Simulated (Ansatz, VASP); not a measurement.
## One calculation of Ti, two programs

```
CELL_PARAMETERS angstrom
4.46462 0.00000 0.00000
-2.23231 3.86648 0.00000
0.00000 0.00000 2.76097
ATOMIC_POSITIONS crystal
Ti 0.98100 0.96200 0.00000
Ti 0.34283 0.68567 0.50000
Ti 0.67617 0.35233 0.50000
```

Change from the starting cell: mode 6 frozen in at -0.151 Å, equal normal strain along x, y and z -0.0250.

Alike in both runs: task single point; functional PBE; k mesh 12 × 12 × 14; occupations gaussian, width 0.15 eV; no spin polarisation.

|  | VASP | Ansatz |
| --- | --- | --- |
| version | VASP 6.6.1 | Ansatz 0.2.0 |
| potentials or method | VASP PAW PBE potentials, release 64 (Ti_sv), cutoff 500 eV | scalar-relativistic, plane waves, PAW |
| valence electrons in the cell | 36 | 36 |

|  | VASP | Ansatz | Ansatz less VASP |
| --- | --- | --- | --- |
| gap on the k mesh at the Fermi level (eV) | none | none | - |
| pressure (GPa) | 10.9 | 11.2 | +0.37 |
| traceless stress, the component that is largest in VASP (GPa) | 1.13 | 1.12 | -0.004 |
| rms of the force components (eV/Å) | 0.502 | 0.506 | +0.0038 |

Atom by atom the forces differ by 0.004 eV/Å (rms over components). A gap of «none» marks a metal or a gap that the smearing closes. The functional is the same, so the differences come from potentials, cutoffs and numerics.
